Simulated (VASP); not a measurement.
A run of VASP 6.6.1:

POSCAR

```
GaSb
1.0
    0.0000000000      3.0558829845      3.0558829845
    3.0558829845      0.0000000000      3.0558829845
    3.0558829845      3.0558829845      0.0000000000
Ga Sb
1 1
Direct
    0.0000000000      0.0000000000      0.0000000000
    0.2500000000      0.2500000000      0.2500000000
```

File INCAR.step1:

```
  PREC = Accurate
  ENCUT = 550
  ISMEAR = 0
  SIGMA = 0.1
  LREAL = F
  LASPH = T
  NELM = 120
  NBANDS = 16
  GGA = PE
  ALGO = Normal
  EDIFF = 1E-5
  LWAVE = T
  LCHARG = F
  GGA_COMPAT = F
```

INCAR.step2

```
  PREC = Accurate
  ENCUT = 550
  EDIFF = 1E-6
  ISMEAR = 0
  SIGMA = 0.1
  LREAL = F
  LASPH = T
  NELM = 120
  ALGO = Normal
  ISIF = 2
  LWAVE = F
  LCHARG = T
  METAGGA = R2SCAN
  LMIXTAU = T
  LELF = T
  LVHAR = T
  NBANDS = 16
  ISTART = 1
  GGA_COMPAT = F
```

KPOINTS

```
Automatic mesh
0
Gamma
  12 12 12
```

Potentials or basis: VASP PAW PBE potentials, release 64 (Ga_d, Sb).

Run with:

```sh
$ cat potpaw_PBE.64/Ga_d/POTCAR potpaw_PBE.64/Sb/POTCAR > POTCAR
$ cp INCAR.step1 INCAR
$ mpirun -np 1 vasp_std > vasp.out
$ cp INCAR.step2 INCAR
$ mpirun -np 1 vasp_std > vasp.out
```

Hardware: 1 thread of Intel(R) Xeon(R) Platinum 8259CL CPU @ 2.50GHz (Skylake/Cascade Lake), on a shared host.

**Question.** Estimate the wall time of this run.

**Answer.** Wall time 3.2 min on 1 thread of Intel(R) Xeon(R) Platinum 8259CL CPU @ 2.50GHz (Skylake/Cascade Lake) (shared host), peak memory 0.26 GiB. Counts: k points 72.
